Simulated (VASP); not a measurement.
# Cd (Fm-3m) in VASP: further runs

The runs below take Cd through relaxation of cell and atoms, with PBE.

All numbers are computed with VASP 6.6.1; they aren't measurements. Logs are shortened: lines on timing, memory, paths and dates and some standing lists are left out, and cuts for length are marked.

## Step 1: The cell of the first run

It takes space group Fm-3m (No. 225, cubic). The conventional cell has a = 3.823 Å, b = 3.823 Å, c = 3.823 Å, α = 90.00°, β = 90.00°, γ = 90.00°. Cd (site symmetry m-3m) has 12 Cd at 2.70 Å within 3.6 Å.

## Step 2: Relaxation of cell and atoms, PBE, target pressure 84 GPa, at which the enthalpy is minimised

Contents of INCAR:

```
  ALGO = Normal
  EDIFF = 1E-6
  EDIFFG = -0.005
  ENCUT = 600
  GGA = PE
  IBRION = 2
  ISIF = 3
  ISMEAR = -1
  LASPH = T
  LCHARG = F
  LREAL = F
  LWAVE = F
  NELM = 80
  NSW = 32
  PREC = Accurate
  PSTRESS = 840.0
  SIGMA = 0.05
```

Contents of KPOINTS:

```
k-points
0
Gamma
  17 17 17
```

Contents of POSCAR:

```
Cd
1.0
    0.0000000000      1.9116002385      1.9116002385
    1.9116002385      0.0000000000      1.9116002385
    1.9116002385      1.9116002385      0.0000000000
Cd
1
Direct
    0.0000000000      0.0000000000      0.0000000000
```

Potentials or basis: VASP PAW PBE potentials, release 64 (Cd).

Started as:

```
$ cat potpaw_PBE.64/Cd/POTCAR > POTCAR
$ mpirun -np 1 vasp_std > vasp.out
```

OUTCAR:

```text
EDIFF = 1E-6
   EDIFFG = -0.005
   ENCUT = 600
   GGA = PE
   IBRION = 2
   ISIF = 3
   ISMEAR = -1
   LASPH = T
   LREAL = F
   NELM = 80
   NSW = 32
   PREC = Accurate
   PSTRESS = 840.0

 ion  position               nearest neighbor table
   1  0.000  0.000  0.000-

  LATTYP: Found a face centered cubic cell.
 ALAT       =     3.8232004770

  Lattice vectors:

 A1 = (   0.0000000000,   1.9116002385,   1.9116002385)
 A2 = (   1.9116002385,   0.0000000000,   1.9116002385)
 A3 = (   1.9116002385,   1.9116002385,   0.0000000000)

Analysis of symmetry for initial positions (statically):
=====================================================================
 Subroutine PRICEL returns:
 Original cell was already a primitive cell.

 Routine SETGRP: Setting up the symmetry group for a
 face centered cubic supercell.

 Subroutine GETGRP returns: Found 48 space group operations
 (whereof 48 operations were pure point group operations)
 out of a pool of 48 trial point group operations.

The static configuration has the point symmetry O_h .

Analysis of symmetry for dynamics (positions and initial velocities):
=====================================================================
 Subroutine PRICEL returns:
 Original cell was already a primitive cell.

 Routine SETGRP: Setting up the symmetry group for a
 face centered cubic supercell.

 Subroutine GETGRP returns: Found 48 space group operations
 (whereof 48 operations were pure point group operations)
 out of a pool of 48 trial point group operations.

The dynamic configuration has the point symmetry O_h .

 Subroutine INISYM returns: Found 48 space group operations
 (whereof 48 operations are pure point group operations),
 and found     1 'primitive' translations

----------------------------------------------------------------------------------------

                                     Primitive cell

  volume of cell :      13.9708

  direct lattice vectors                    reciprocal lattice vectors
     0.000000000  1.911600238  1.911600238    -0.261560963  0.261560963  0.261560963
     1.911600238  0.000000000  1.911600238     0.261560963 -0.261560963  0.261560963
     1.911600238  1.911600238  0.000000000     0.261560963  0.261560963 -0.261560963

[... 92 lines left out ...]
   NELECT =      12.0000    total number of electrons
   NUPDOWN=      -1.0000    fix difference up-down
   EMIN   =  10.00;   EMAX   =-10.00  energy-range for DOS
   EFERMI =   0.00;   METHOD = LEGACY
   ISMEAR =    -1;   SIGMA  =   0.05  broadening in eV -4-tet -1-fermi 0-gaus
   EFERMI_NEDOS =   21; number of points for ismear=-14 and -15
   IALGO  =     38    algorithm
   IMIX   =      4    mixing-type and parameters
     AMIX     =   0.40;   BMIX     =  1.00
     AMIX_MAG =   1.60;   BMIX_MAG =  1.00
  volume/ion in A,a.u.               =      13.97        94.28
  Fermi-wavevector in a.u.,A,eV,Ry     =   1.556186  2.940765 32.949431  2.421715
  Thomas-Fermi vector in A             =   2.660018
   LORBIT       =      0    0 simple, 1 ext, 2 COOP (PROOUT), +10 PAW based schemes
   GGA     = PE    functional components
   LHFCALC =     F    Hartree Fock is set to
   AEXX    =    0.0000 exact exchange contribution
   IVDW    =     0    specifies the selected vdW correction
   LEPSILON=     F    determine dielectric tensor
   LRPA    =     F    only Hartree local field effects (RPA)
 conjugate gradient relaxation of ions
 non-spin polarized calculation
  energy-cutoff  :      600.00
  volume of cell :       13.97
 maximum number of plane-waves:       483
 NGX is ok and might be reduce to    24
   NGX = 11   NGY = 11   NGZ = 11

--------------------------------------- Ionic step        1  -------------------------------------------

 number of electron      12.0000002 magnetization

 Free energy of the ion-electron system (eV)
  ---------------------------------------------------
  ext. energy  EPLUGINS =         0.00000000
  ---------------------------------------------------
  free energy    TOTEN  =         0.67656972 eV

  energy without entropy =        0.67899345  energy(sigma->0) =        0.67778158

------------------------ aborting loop because EDIFF is reached ----------------------------------------

  FORCE on cell =-STRESS in cart. coord.  units (eV):
  Direction    XX          YY          ZZ          XY          YZ          ZX
  --------------------------------------------------------------------------------------
  -------------------------------------------------------------------------------------
  Total        7.5473905      7.5473905      7.5473905      0.0000000      0.0000000      0.0000000
  in kB      865.5380780    865.5380780    865.5380780      0.0000000      0.0000000      0.0000000
  external PRESSURE =      25.5380780 kB  Pullay stress =     840.0000000 kB
[... 61 lines left out ...]
--------------------------------------- Ionic step        3  -------------------------------------------

 number of electron      12.0000002 magnetization

 Free energy of the ion-electron system (eV)
  ---------------------------------------------------
  ext. energy  EPLUGINS =         0.00000000
  ---------------------------------------------------
  free energy    TOTEN  =         0.63005527 eV

  energy without entropy =        0.63249535  energy(sigma->0) =        0.63127531

 E-fermi :   7.4465     XC(G=0): -13.5263

 val. band max:        7.3896571762   @ k =  -0.3529   0.4118   0.1176
 cond. band min:       7.4996815302   @ k =  -0.3529   0.4118   0.0588
 fundamental gap:      0.1100243540
 Fermi energy:         7.4465042361

 k-point     1 :       0.0000    0.0000    0.0000
  band No.  band energies     occupation
      1      -5.8356      2.00000
      2      -4.0111      2.00000
      3      -4.0111      2.00000
      4      -4.0111      2.00000
      5      -2.8879      2.00000
      6      -2.8879      2.00000
      7      22.1389      0.00000
      8      26.1529      0.00000
      9      26.1529      0.00000
     10      26.1529      0.00000
[... 287 lines left out ...]
 k-point    24 :      -0.1176    0.0588    0.0000
  band No.  band energies     occupation
      1      -5.1456      2.00000
      2      -4.1325      2.00000
      3      -3.8332      2.00000
      4      -3.7710      2.00000
      5      -3.0247      2.00000
      6      -2.8089      2.00000
      7      20.6772      0.00000
      8      22.4633      0.00000
      9      25.1009      0.00000
     10      27.1852      0.00000

 [... further k-points ...]

------------------------ aborting loop because EDIFF is reached ----------------------------------------

  FORCE on cell =-STRESS in cart. coord.  units (eV):
  Direction    XX          YY          ZZ          XY          YZ          ZX
  --------------------------------------------------------------------------------------
  -------------------------------------------------------------------------------------
  Total        7.3708715      7.3708715      7.3708715     -0.0000000      0.0000000     -0.0000000
  in kB      840.0386366    840.0386366    840.0386366     -0.0000000      0.0000000     -0.0000000
  external PRESSURE =       0.0386366 kB  Pullay stress =     840.0000000 kB
[... 20 lines left out ...]
  energy  without entropy=        0.6324953459  energy(sigma->0) =        0.63127531

  enthalpy is  TOTEN    =         8.0005877837 eV   P V=        7.3705325146

 reached required accuracy - stopping structural energy minimisation
```

CONTCAR:

```text
Cd
   1.00000000000000
     0.0000000000000000    1.9155789486138968    1.9155789486138968
     1.9155789486138968   -0.0000000000000000    1.9155789486138968
     1.9155789486138968    1.9155789486138968    0.0000000000000000
  Cd
     1
Direct
     0.0000000000000000    0.0000000000000000    0.0000000000000000

  0.00000000E+00  0.00000000E+00  0.00000000E+00
```

Wall time 34 s (1 thread of AMD EPYC 9R14 (Zen 4), shared host); peak memory 0.14 GiB.

What came out:

```
Free energy                                            : 0.6301 eV
Relaxed volume                                         : 14.06 Å³/atom
Relaxed cell                                           : a = 2.709 Å, b = 2.709 Å, c = 2.709 Å, α = 60.00°, β = 60.00°, γ = 60.00°
Space group after relaxing (to 0.05 Å)                 : Fm-3m (No. 225)
Energy change on relaxing (the enthalpy is what falls) : -46.5 meV/atom
Ionic steps                                            : 3
Pressure after relaxing                                : 84.0 GPa
Band gap on the k mesh                                 : zero (band 6 reaches 8.59 eV, above the bottom of band 7 at 6.89 eV)
```

Step by step:
```csv
step,energy change (eV),largest force (eV/Å),pressure (GPa),volume (Å³)
1,0.0000,0.0000,86.55,13.97
2,-0.2275,0.0000,73.98,14.43
3,-0.0465,0.0000,84.00,14.06
```

Final structure:
```yaml
crystal:
  lattice:
    - [0.00000, 1.91558, 1.91558]
    - [1.91558, 0.00000, 1.91558]
    - [1.91558, 1.91558, 0.00000]
  atoms:
    - { symbol: Cd, position: [0.00000, 0.00000, 0.00000] }
```

Levels at points of the mesh, in eV from the Fermi level:
```csv
k point,band 2,band 3,band 4,band 5,band 6,band 7,band 8,band 9,band 10
"(0.00, 0.00, 0.00)",-11.46,-11.46,-11.46,-10.33,-10.33,14.69,18.71,18.71,18.71
```

Caveat: the cell is relaxed towards a set pressure, so the enthalpy falls and the energy may rise.

## Step 3: Relaxation of cell and atoms, PBE

This run uses another cell than the first one, of 23.11 Å³/atom, 1.654 times its volume.

Contents of INCAR:

```
PREC     = Accurate       # precision mode
ENCUT    = 600            # plane-wave cutoff, eV
EDIFF    = 1E-6           # SCF threshold, eV
ISMEAR   = -1             # smearing method
SIGMA    = 0.05           # smearing width, eV
LREAL    = False          # projectors in reciprocal space
LASPH    = True           # aspherical terms in the spheres
NELM     = 60             # most SCF steps
ALGO     = Normal         # electronic algorithm
ISIF     = 3              # what is computed and relaxed
LWAVE    = False          # write WAVECAR
LCHARG   = False          # write CHGCAR
GGA      = PE             # functional
IBRION   = 2              # ionic algorithm
NSW      = 60             # ionic steps
EDIFFG   = -0.005         # ionic threshold
```

Contents of KPOINTS:

```
Automatic mesh
0
Gamma
  15 15 15
```

Contents of POSCAR:

```
Cd
1.0
    0.0000000000      2.2606409543      2.2606409543
    2.2606409543      0.0000000000      2.2606409543
    2.2606409543      2.2606409543      0.0000000000
Cd
1
Direct
    0.0000000000      0.0000000000      0.0000000000
```

Potentials or basis: VASP PAW PBE potentials, release 64 (Cd).

Started as:

```
$ cat potpaw_PBE.64/Cd/POTCAR > POTCAR
$ mpirun -np 1 vasp_std > vasp.out
```

Wall time 33 s (1 thread of AMD EPYC 9R14 (Zen 4), shared host); peak memory 0.15 GiB.

The run converged. Its results:

```yaml
Free_energy: -0.7402 eV
Relaxed_volume: 22.90 Å³/atom
Relaxed_cell: a = 3.187 Å, b = 3.187 Å, c = 3.187 Å, α = 60.00°, β = 60.00°, γ = 60.00°
Space_group_after_relaxing_to_0.05_Å: Fm-3m (No. 225)
Energy_gained_by_relaxing: 0.3 meV/atom
Ionic_steps: 3
Pressure_after_relaxing: 0.0 GPa
Band_gap_on_the_k_mesh: zero (band 6 reaches 3.83 eV, above the bottom of band 7 at 1.28 eV)
```

The path:
| step | energy change (eV) | largest force (eV/Å) | pressure (GPa) | volume (Å³) |
| --- | --- | --- | --- | --- |
| 1 | 0.0000 | 0.0000 | -0.38 | 23.11 |
| 2 | -0.0003 | 0.0000 | -0.05 | 22.92 |
| 3 | -0.0003 | 0.0000 | -0.03 | 22.90 |

Final structure:
```
Cd
1.0
     0.00000    2.25374    2.25374
     2.25374    0.00000    2.25374
     2.25374    2.25374    0.00000
Cd
1
Direct
  0.00000 0.00000 0.00000
```

Levels at points of the mesh, in eV from the Fermi level:
| k point | band 4 | band 5 | band 6 | band 7 | band 8 | band 9 |
| --- | --- | --- | --- | --- | --- | --- |
| (0.00, 0.00, 0.00) | -8.55 | -8.55 | -8.38 | 13.78 | 14.53 | 14.53 |
